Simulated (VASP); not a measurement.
# BaC5 (P6/mmm) in VASP: a series of runs

Runs on BaC5. Level: PBE. Tasks: single point, relaxation of cell and atoms.

Program: VASP 6.6.1. These are calculated values, not measurements. Logs are shortened: lines on timing, memory, paths and dates and some standing lists are left out, and cuts for length are marked.

**1. The cell of the first run**

The structure is hexagonal, space group P6/mmm (No. 191). Conventional cell: a = 5.133 Å, b = 5.133 Å, c = 2.764 Å, α = 90.00°, β = 90.00°, γ = 120.00°. Within 3.4 Å of Ba (site symmetry 6/mmm) lie 18 C at 2.57 to 3.27 Å and 2 Ba at 2.76 Å. C (site symmetry mmm) has 10 C at 2.03 to 2.76 Å and 2 Ba at 2.57 Å within 2.8 Å. C (site symmetry -6m2) has 8 C at 2.03 to 2.76 Å within 2.8 Å.

The cell was built from a structure type or drawn by symmetry, and may not be a known phase.

**2. Single point, PBE**

Input file INCAR:

```
SYSTEM = BaC5
ALGO = Normal
EDIFF = 1E-6
ENCUT = 520
GGA = PE
ISIF = 2
ISMEAR = 0
LASPH = .TRUE.
LCHARG = .FALSE.
LREAL = .FALSE.
LWAVE = .FALSE.
NBANDS = 24
NELM = 80
PREC = Accurate
SIGMA = 0.1
```

Input file KPOINTS:

```
k-points
0
G
  6 6 4
  0 0 0
```

Input file POSCAR:

```
BaC5
1.0
    5.1334313524     -0.0000000036      0.0000000000
   -2.5667156731      4.4456819615      0.0000000000
    0.0000000000      0.0000000000      2.7644210920
Ba C
1 5
Direct
    0.0000000000      0.0000000000      0.0000000000
    0.5000000000      0.0000000000      0.0000000000
    0.0000000000      0.5000000000      0.0000000000
    0.5000000000      0.5000000000      0.0000000000
    0.3333333333      0.6666666667      0.5000000000
    0.6666666667      0.3333333333      0.5000000000
```

Potentials or basis: VASP PAW PBE potentials, release 64 (Ba_sv, C).

Started as:

```sh
> cat potpaw_PBE.64/Ba_sv/POTCAR potpaw_PBE.64/C/POTCAR > POTCAR
> mpirun -np 1 vasp_std > vasp.out
```

OUTCAR:

```text
SYSTEM = BaC5
   EDIFF = 1E-6
   ENCUT = 520
   GGA = PE
   ISIF = 2
   ISMEAR = 0
   LASPH = .TRUE.
   LREAL = .FALSE.
   NELM = 80
   PREC = Accurate

 ion  position               nearest neighbor table
   1  0.000  0.000  0.000-   4 2.57   4 2.57   3 2.57   3 2.57   2 2.57   2 2.57   6 3.27   5 3.27
                             6 3.27   5 3.27   6 3.27   6 3.27   5 3.27   5 3.27   6 3.27   5 3.27
   2  0.500  0.000  0.000-   5 2.03   6 2.03   5 2.03   6 2.03   1 2.57   1 2.57
   3  0.000  0.500  0.000-   5 2.03   6 2.03   5 2.03   6 2.03   1 2.57   1 2.57
   4  0.500  0.500  0.000-   5 2.03   6 2.03   5 2.03   6 2.03   1 2.57   1 2.57
   5  0.333  0.667  0.500-   2 2.03   2 2.03   3 2.03   3 2.03   4 2.03   4 2.03   1 3.27   1 3.27
                             1 3.27   1 3.27   1 3.27   1 3.27
   6  0.667  0.333  0.500-   2 2.03   2 2.03   3 2.03   3 2.03   4 2.03   4 2.03   1 3.27   1 3.27
                             1 3.27   1 3.27   1 3.27   1 3.27

  LATTYP: Found a hexagonal cell.
 ALAT       =     5.1334313524
 C/A-ratio  =     0.5385133066

  Lattice vectors:

 A1 = (   5.1334313524,  -0.0000000036,   0.0000000000)
 A2 = (  -2.5667156731,   4.4456819615,   0.0000000000)
 A3 = (   0.0000000000,   0.0000000000,   2.7644210920)

Analysis of symmetry for initial positions (statically):
=====================================================================
 Subroutine PRICEL returns:
 Original cell was already a primitive cell.

 Routine SETGRP: Setting up the symmetry group for a
 hexagonal supercell.

 Subroutine GETGRP returns: Found 24 space group operations
 (whereof 24 operations were pure point group operations)
 out of a pool of 24 trial point group operations.

The static configuration has the point symmetry D_6h.

Analysis of symmetry for dynamics (positions and initial velocities):
=====================================================================
 Subroutine PRICEL returns:
 Original cell was already a primitive cell.

 Routine SETGRP: Setting up the symmetry group for a
 hexagonal supercell.

 Subroutine GETGRP returns: Found 24 space group operations
 (whereof 24 operations were pure point group operations)
 out of a pool of 24 trial point group operations.

The dynamic configuration has the point symmetry D_6h.

 Subroutine INISYM returns: Found 24 space group operations
 (whereof 24 operations are pure point group operations),
 and found     1 'primitive' translations

----------------------------------------------------------------------------------------

                                     Primitive cell

  volume of cell :      63.0885

  direct lattice vectors                    reciprocal lattice vectors
     5.133431352 -0.000000004  0.000000000     0.194801475  0.112468684  0.000000000
    -2.566715673  4.445681962  0.000000000     0.000000000  0.224937368  0.000000000
     0.000000000  0.000000000  2.764421092     0.000000000  0.000000000  0.361739390

  length of vectors
     5.133431352  5.133431352  2.764421092     0.224937368  0.224937368  0.361739390

  position of ions in fractional coordinates (direct lattice)
     0.000000000  0.000000000  0.000000000
     0.500000000  0.000000000  0.000000000
     1.000000000  0.500000000  0.000000000
     0.500000000  0.500000000  0.000000000
     0.333333333  0.666666667  0.500000000
     0.666666667  0.333333333  0.500000000

  ion indices of the primitive-cell ions
   primitive index   ion index
                 1           1
                 2           2
                 3           3
                 4           4
                 5           5
                 6           6

----------------------------------------------------------------------------------------

 KPOINTS: k-points

Automatic generation of k-mesh.
 Grid dimensions read from file:
 generate k-points for:    6    6    4

 Generating k-lattice:

  Cartesian coordinates                     Fractional coordinates (reciprocal lattice)
     0.032466913  0.018744781  0.000000000     0.166666667  0.000000000  0.000000000
     0.000000000  0.037489561  0.000000000     0.000000000  0.166666667  0.000000000
     0.000000000  0.000000000  0.090434848     0.000000000  0.000000000  0.250000000

  Length of vectors
     0.037489561  0.037489561  0.090434848

  Shift w.r.t. Gamma in fractional coordinates (k-lattice)
     0.000000000  0.000000000  0.000000000

 Subroutine IBZKPT returns following result:
 ===========================================

 Found     21 irreducible k-points:

 Following reciprocal coordinates:
            Coordinates               Weight
  0.000000  0.000000  0.000000      1.000000
  0.166667 -0.000000  0.000000      6.000000
  0.333333  0.000000  0.000000      6.000000
  0.500000 -0.000000  0.000000      3.000000
  0.166667  0.166667  0.000000      6.000000
  0.333333  0.166667  0.000000     12.000000
[... 13 lines left out ...]
  0.333333  0.166667  0.500000     12.000000
  0.333333  0.333333  0.500000      2.000000
   k-points           NKPTS =     21   k-points in BZ     NKDIM =     21   number of bands    NBANDS=     24
   number of dos      NEDOS =    301   number of ions     NIONS =      6
   total plane-waves  NPLWV =  38400
   dimension x,y,z NGX =    40 NGY =   40 NGZ =   24
   dimension x,y,z NGXF=    80 NGYF=   80 NGZF=   48
   ions per type =               1   5
   NGX,Y,Z   is equivalent  to a cutoff of  12.95, 12.95, 14.43 a.u.
   NGXF,Y,Z  is equivalent  to a cutoff of  25.91, 25.91, 28.87 a.u.
 SYSTEM =  BaC5
   PREC   = accura    normal or accurate (medium, high low for compatibility)
   ISTART =      0    job   : 0-new  1-cont  2-samecut
   ICHARG =      2    charge: 1-file 2-atom 10-const
   ISPIN  =      1    spin polarized calculation?
   LNONCOLLINEAR =      F non collinear calculations
   LSORBIT =      F    spin-orbit coupling
   LASPH  =      T    aspherical Exc in radial PAW
   ENCUT  =  520.0 eV  38.22 Ry    6.18 a.u.   9.54  9.54  5.14*2*pi/ulx,y,z
   NELM   =     80;   NELMIN=  2; NELMDL= -5     # of ELM steps
   EDIFF  = 0.1E-05   stopping-criterion for ELM
   LREAL  =      F    real-space projection
   EDIFFG = 0.1E-04   stopping-criterion for IOM
   NSW    =      0    number of steps for IOM
   IBRION =     -1    ionic relax: 0-MD 1-quasi-New 2-CG
   NFREE  =      0    steps in history (QN), initial steepest desc. (CG)
   ISIF   =      2    stress and relaxation
   ISYM   =      2    0-nonsym 1-usesym 2-fastsym
   POTIM  = 0.5000    time-step for ionic-motion
   TEBEG  =    0.0;   TEEND  =   0.0 temperature during run
   PSTRESS=    0.0 pullay stress
   NELECT =      30.0000    total number of electrons
   NUPDOWN=      -1.0000    fix difference up-down
   EMIN   =  10.00;   EMAX   =-10.00  energy-range for DOS
   EFERMI =   0.00;   METHOD = LEGACY
   ISMEAR =     0;   SIGMA  =   0.10  broadening in eV -4-tet -1-fermi 0-gaus
   EFERMI_NEDOS =   21; number of points for ismear=-14 and -15
   IALGO  =     38    algorithm
   IMIX   =      4    mixing-type and parameters
     AMIX     =   0.40;   BMIX     =  1.00
     AMIX_MAG =   1.60;   BMIX_MAG =  1.00
  volume/ion in A,a.u.               =      10.51        70.96
  Fermi-wavevector in a.u.,A,eV,Ry     =   1.277807  2.414704 22.215453  1.632790
  Thomas-Fermi vector in A             =   2.410385
   LORBIT       =      0    0 simple, 1 ext, 2 COOP (PROOUT), +10 PAW based schemes
   GGA     = PE    functional components
   LHFCALC =     F    Hartree Fock is set to
   AEXX    =    0.0000 exact exchange contribution
   IVDW    =     0    specifies the selected vdW correction
   LEPSILON=     F    determine dielectric tensor
   LRPA    =     F    only Hartree local field effects (RPA)
 non-spin polarized calculation
 Gauss-broadening in eV      SIGMA  =   0.10
  energy-cutoff  :      520.00
  volume of cell :       63.09
 maximum number of plane-waves:      1716
 NGX is ok and might be reduce to    40
   NGX = 19   NGY = 19   NGZ = 11

 number of electron      30.0000000 magnetization

 Free energy of the ion-electron system (eV)
  ---------------------------------------------------
  ext. energy  EPLUGINS =         0.00000000
  ---------------------------------------------------
  free energy    TOTEN  =       -28.53885137 eV

  energy without entropy =      -28.52302051  energy(sigma->0) =      -28.53093594

 E-fermi :   6.0440     XC(G=0): -11.7772

 val. band max:        6.0327682757   @ k =   0.3333   0.0000   0.0000
 cond. band min:       6.0561963170   @ k =   0.5000  -0.0000   0.0000
 fundamental gap:      0.0234280413
 Fermi energy:         6.0439921990

 k-point     1 :       0.0000    0.0000    0.0000
  band No.  band energies     occupation
      1     -22.2381      2.00000
      2      -9.7535      2.00000
      3      -7.8385      2.00000
      4      -7.8385      2.00000
      5      -5.9015      2.00000
      6      -4.8446      2.00000
[... 16 lines left out ...]
     23      12.0522      0.00000
     24      12.0522      0.00000

 k-point     2 :       0.1667   -0.0000    0.0000
  band No.  band energies     occupation
      1     -22.2324      2.00000
      2      -9.9750      2.00000
      3      -7.9797      2.00000
      4      -7.6284      2.00000
      5      -6.4847      2.00000
      6      -4.4970      2.00000
[... 16 lines left out ...]
     23      12.4565      0.00000
     24      12.9205      0.00000

 k-point     3 :       0.3333    0.0000    0.0000
  band No.  band energies     occupation
      1     -22.2211      2.00000
      2     -10.2816      2.00000
      3      -8.2104      2.00000
      4      -7.9638      2.00000
      5      -5.9842      2.00000
      6      -3.7737      2.00000
[... 16 lines left out ...]
     23      12.6968      0.00000
     24      13.0106      0.00000

 k-point     4 :       0.5000   -0.0000    0.0000
  band No.  band energies     occupation
      1     -22.2154      2.00000
      2     -10.3995      2.00000
      3      -8.3085      2.00000
      4      -8.2010      2.00000
      5      -5.4513      2.00000
      6      -3.3669      2.00000
[... 16 lines left out ...]
     23      12.4162      0.00000
     24      12.5291      0.00000

 k-point     5 :       0.1667    0.1667    0.0000
  band No.  band energies     occupation
      1     -22.2239      2.00000
      2     -10.1794      2.00000
      3      -8.5948      2.00000
      4      -7.0220      2.00000
      5      -6.6311      2.00000
      6      -4.0424      2.00000
[... 16 lines left out ...]
     23      12.8075      0.00000
     24      13.1526      0.00000

 k-point     6 :       0.3333    0.1667    0.0000
  band No.  band energies     occupation
      1     -22.2154      2.00000
      2     -10.2713      2.00000
      3      -9.1653      2.00000
      4      -6.9903      2.00000
      5      -5.8290      2.00000
      6      -3.9943      2.00000
[... 16 lines left out ...]
     23      12.5056      0.00000
     24      12.5581      0.00000
[... 298 lines left out ...]
 k-point    18 :       0.5000   -0.0000    0.5000
  band No.  band energies     occupation
      1     -20.4819      2.00000
      2     -10.4675      2.00000
      3      -7.8163      2.00000
      4      -6.6603      2.00000
      5      -5.0698      2.00000
      6      -4.6509      2.00000
[... 16 lines left out ...]
     23      12.5071      0.00000
     24      13.1367      0.00000

 k-point    19 :       0.1667    0.1667    0.5000
  band No.  band energies     occupation
      1     -20.4881      2.00000
      2     -10.5048      2.00000
      3      -7.4857      2.00000
      4      -6.6927      2.00000
      5      -5.2269      2.00000
      6      -4.5425      2.00000
[... 16 lines left out ...]
     23      12.0423      0.00000
     24      13.0544      0.00000

 k-point    20 :       0.3333    0.1667    0.5000
  band No.  band energies     occupation
      1     -20.4819      2.00000
      2     -10.4677      2.00000
      3      -7.6955      2.00000
      4      -6.9576      2.00000
      5      -5.0177      2.00000
      6      -4.0910      2.00000
[... 16 lines left out ...]
     23      12.1451      0.00000
     24      12.7609      0.00000

 k-point    21 :       0.3333    0.3333    0.5000
  band No.  band energies     occupation
      1     -20.4799      2.00000
      2     -10.4555      2.00000
      3      -7.4500      2.00000
      4      -7.4500      2.00000
      5      -4.6134      2.00000
      6      -4.6134      2.00000
[... 16 lines left out ...]
     23      11.8471      0.00000
     24      11.8471      0.00000

------------------------ aborting loop because EDIFF is reached ----------------------------------------

  FORCE on cell =-STRESS in cart. coord.  units (eV):
  Direction    XX          YY          ZZ          XY          YZ          ZX
  --------------------------------------------------------------------------------------
  -------------------------------------------------------------------------------------
  Total        1.5547766      1.5547766      1.6788525     -0.0000000      0.0000000      0.0000000
  in kB       39.4846433     39.4846433     42.6356389     -0.0000000      0.0000000      0.0000000
  external PRESSURE =      40.5349752 kB  Pullay stress =       0.0000000 kB

 VOLUME and BASIS-vectors are now :
 -----------------------------------------------------------------------------
  energy-cutoff  :      520.00
  volume of cell :       63.09
      direct lattice vectors                 reciprocal lattice vectors
     5.133431352 -0.000000004  0.000000000     0.194801475  0.112468684  0.000000000
    -2.566715673  4.445681962  0.000000000     0.000000000  0.224937368  0.000000000
     0.000000000  0.000000000  2.764421092     0.000000000  0.000000000  0.361739390

 POSITION                                       TOTAL-FORCE (eV/Angst)
 -----------------------------------------------------------------------------------
      0.00000      0.00000      0.00000         0.000000     -0.000000      0.000000
      2.56672     -0.00000      0.00000         0.000000     -0.000000      0.000000
     -1.28336      2.22284      0.00000         0.000000     -0.000000      0.000000
      1.28336      2.22284      0.00000         0.000000     -0.000000      0.000000
      0.00000      2.96379      1.38221         0.000000     -0.000000      0.000000
      2.56672      1.48189      1.38221        -0.000000      0.000000      0.000000
 -----------------------------------------------------------------------------------
    total drift:                               -0.000000      0.000000     -0.000000

  FREE ENERGIE OF THE ION-ELECTRON SYSTEM (eV)
  ---------------------------------------------------
  free  energy   TOTEN  =       -28.5388513683 eV

  energy  without entropy=      -28.5230205124  energy(sigma->0) =      -28.53093594
```

Run time: 31 s. Hardware: 1 thread of Intel Xeon 8259CL, shared host; peak memory 0.2 GiB.

Results:

```
Free energy            : -28.5389 eV
Pressure               : 4.1 GPa
Band gap on the k mesh : zero (bands 15 and 16 overlap by 3.04 eV)
```

Levels at points of the mesh, in eV from the Fermi level:
```
           k point  band 12  band 13  band 14  band 15  band 16  band 17  band 18  band 19
(0.00, 0.00, 0.00)    -1.72     1.03     1.25     1.77     1.77     1.94     1.94     2.46
(0.50, 0.00, 0.00)    -2.14    -1.05    -0.27     0.01     0.71     0.80     1.85     3.21
(0.00, 0.00, 0.50)    -5.77    -1.85    -1.85    -0.20    -0.20     1.75     3.05     3.05
(0.50, 0.00, 0.50)    -3.45    -1.66    -1.66    -1.55    -1.26     0.25     1.09     1.38
```

Caveat: the k points lie up to 0.57 Å⁻¹ apart, too coarse for converged energies and pressures of a metal; spin-orbit coupling is left out, which moves the levels of the heavy elements.

**3. Single point, PBE**

Input file INCAR:

```
SYSTEM = BaC5
PREC = Accurate
ENCUT = 520
EDIFF = 1E-7
ISMEAR = 0
SIGMA = 0.1
LREAL = .False.
LASPH = .True.
NELM = 100
ALGO = Normal
ISIF = 2
LWAVE = .False.
LCHARG = .False.
GGA = PE
NBANDS = 24
```

Input file KPOINTS:

```
regular mesh
0
Gamma
  6 6 6
  0 0 0
```

Changes to POSCAR since step 2:

```diff
@@ -2,5 +2,5 @@
 1.0
-    5.1334313524     -0.0000000036      0.0000000000
-   -2.5667156731      4.4456819615      0.0000000000
-    0.0000000000      0.0000000000      2.7644210920
+    5.1352948813      0.0000000000      0.0000000000
+   -2.5676474407      4.4472958232      0.0000000000
+    0.0000000000      0.0000000000      2.7599281016
 Ba C
```

Potentials or basis: VASP PAW PBE potentials, release 64 (Ba_sv, C).

Started as:

```sh
> cat potpaw_PBE.64/Ba_sv/POTCAR potpaw_PBE.64/C/POTCAR > POTCAR
> mpirun -np 1 vasp_std > vasp.out
```

It took 41 s on 1 thread of Intel Xeon 8259CL, shared host; peak memory 0.2 GiB.

It converged, with:

```
Free energy            : -28.5657 eV
Pressure               : 3.7 GPa
Band gap on the k mesh : zero (bands 15 and 16 overlap by 3.03 eV)
```

Stress tensor (GPa, compression positive):
```
3.57 0.00 0.00
0.00 3.57 0.00
0.00 0.00 4.09
```

Levels at points of the mesh, in eV from the Fermi level:
| k point | band 11 | band 12 | band 13 | band 14 | band 15 | band 16 | band 17 | band 18 | band 19 | band 20 |
| --- | --- | --- | --- | --- | --- | --- | --- | --- | --- | --- |
| (0.00, 0.00, 0.00) | -2.59 | -1.69 | 1.06 | 1.26 | 1.79 | 1.79 | 2.01 | 2.01 | 2.43 | 3.51 |
| (0.50, 0.00, 0.00) | -3.01 | -2.09 | -1.01 | -0.26 | 0.03 | 0.75 | 0.80 | 1.91 | 3.22 | 4.15 |
| (0.00, 0.00, 0.50) | -5.74 | -5.74 | -1.87 | -1.87 | -0.17 | -0.17 | 1.79 | 3.02 | 3.02 | 3.33 |
| (0.50, 0.00, 0.50) | -4.50 | -3.44 | -1.66 | -1.63 | -1.52 | -1.24 | 0.25 | 1.12 | 1.34 | 2.05 |

Caveat: the k points lie up to 0.38 Å⁻¹ apart, too coarse for converged energies and pressures of a metal; spin-orbit coupling is left out, which moves the levels of the heavy elements.

(Part 1 of 2 ends here.)
